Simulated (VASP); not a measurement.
Set up this calculation in VASP 6.6.1, as the native input.

| Quantity | Value |
| --- | --- |
| Task | single point |
| Functional | LDA |
| Potentials or basis | VASP PAW LDA potentials, release 64 (Cs_sv, O) |
| Cutoff | 520 eV |
| k mesh | 8 × 8 × 8 |
| Occupations | gaussian, width 0.05 eV |
| Spin | no spin polarisation |
| Dipole correction | no |
| Further INCAR settings | ALGO = Normal; EDIFF = 1e-07; NBANDS = 23 |

The structure of CsO lies in POSCAR:

```
CsO
1.0
   -2.1610000000      3.4079000000      3.7585000000
    2.1610000000     -3.4079000000      3.7585000000
    2.1610000000      3.4079000000     -3.7585000000
Cs O
2 2
Direct
    0.2500000000      0.2500000000      0.0000000000
    0.7500000000      0.7500000000      0.0000000000
    0.6200000000      0.0000000000      0.6200000000
    0.3800000000      0.0000000000      0.3800000000
```

This cell differs from its parent crystal: strain +0.0600 x Voigt [0, 1, 0, 0, 0, 0].

The input as run:

INCAR

```
ALGO = Normal
EDIFF = 1E-7
ENCUT = 520
ISIF = 2
ISMEAR = 0
LASPH = T
LCHARG = T
LELF = T
LREAL = F
LVHAR = T
LWAVE = F
NBANDS = 23
NELM = 80
PREC = Accurate
SIGMA = 0.05
```

KPOINTS

```
k-points
0
Gamma
  8 8 8
```

Potentials or basis: VASP PAW LDA potentials, release 64 (Cs_sv, O).

Launch:

```sh
$ cat potpaw_LDA.64/Cs_sv/POTCAR potpaw_LDA.64/O/POTCAR > POTCAR
$ mpirun -np 1 vasp_std > vasp.out
```

Results of the run:

The pressure is -5.0 GPa. The largest force is 2.102 eV/Å and the band gap on the k mesh is 1.53 eV (least direct gap 1.65 eV).

Caveat: the cell differs from its parent crystal (strain +0.0600 x Voigt [0, 1, 0, 0, 0, 0]); the cell stands under tension; spin-orbit coupling is left out, which moves the levels of the heavy elements; forces of over 1 eV/Å act on the atoms, so gaps and moduli don't describe the material at rest.

Run time: 2.3 min on 1 thread of AMD EPYC 9R45 96-Core Processor (Zen 5) (shared host), peak memory 0.31 GiB.
